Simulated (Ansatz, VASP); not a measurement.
One calculation of Hf5H, two programs

INCAR

```
PREC = Accurate ; ENCUT = 520
EDIFF = 1E-6 ; ISMEAR = 0
SIGMA = 0.1 ; LREAL = F
LASPH = T ; NELM = 80
ALGO = Normal ; ISIF = 2
LWAVE = F ; LCHARG = F
LDIPOL = T ; IDIPOL = 3
DIPOL = 0.5 0.5 0.313 ; GGA = PE
IVDW = 12 ; NBANDS = 34
```

Contents of KPOINTS:

```
regular mesh
0
Gamma
  6 6 1
```

File POSCAR:

```
Hf5H
1.0
    4.9564149667      0.0000000000      0.0000000000
   -2.4782074834      4.2923812729      0.0000000000
    0.0000000000      0.0000000000     21.1328376004
Hf H
5 1
Direct
    0.6666666667      0.3333333333      0.1892788879
    0.3333333333      0.6666666667      0.2371533849
    0.0000000000      0.0000000000      0.2763383880
    0.6666666667      0.3333333333      0.3164267596
    0.3333333333      0.6666666667      0.3706476976
    1.0000000000      0.8888888889      0.4889470026
```

Input for Ansatz:

```yaml
crystal:
  lattice:
    - [4.9564149667, 0.0, 0.0]
    - [-2.4782074834, 4.2923812729, 0.0]
    - [0.0, 0.0, 21.1328376004]
  atoms:
    - { symbol: Hf, position: [0.6666666667, 0.3333333333, 0.1892788879] }
    - { symbol: Hf, position: [0.3333333333, 0.6666666667, 0.2371533849] }
    - { symbol: Hf, position: [0.0, 0.0, 0.276338388] }
    - { symbol: Hf, position: [0.6666666667, 0.3333333333, 0.3164267596] }
    - { symbol: Hf, position: [0.3333333333, 0.6666666667, 0.3706476976] }
    - { symbol: H, position: [1.0, 0.8888888889, 0.4889470026] }
basis:
  ecutwfc: 420
kpoints:
  mp_grid: { grid: [6, 6, 1] }
hamiltonian:
  xc: pbe
  dispersion: d3bj
scf:
  occupations: { method: gaussian, width: 0.1 }
output:
  forces: true
  eigenvalues: true
efield:
  axis: 3
  dipole_correction: true
  ramp_width: 0.04
```

Alike in both runs: task single point; functional PBE; dispersion D3(BJ); k mesh 6 × 6 × 1; occupations gaussian, width 0.1 eV; no spin polarisation.

|  | VASP | Ansatz |
| --- | --- | --- |
| version | VASP 6.6.1 | Ansatz 0.2.0 |
| potentials or method | VASP PAW PBE potentials, release 64 (Hf_pv, H), cutoff 520 eV | scalar-relativistic, plane waves, PAW |
| valence electrons in the cell | 51 | 131 |

|  | VASP | Ansatz | Ansatz less VASP |
| --- | --- | --- | --- |
| gap on the k mesh at the Fermi level (eV) | none | none | - |
| rms of the force components (eV/Å) | 0.484 | 0.494 | +0.0099 |

Atom by atom the forces differ by 0.034 eV/Å (rms over components). A gap of «none» marks a metal or a gap that the smearing closes. VASP's potentials hold 51 valence electrons a cell and Ansatz's 131, so a difference there can come from the potentials and not from the codes.

Neither program's run includes spin-orbit coupling.
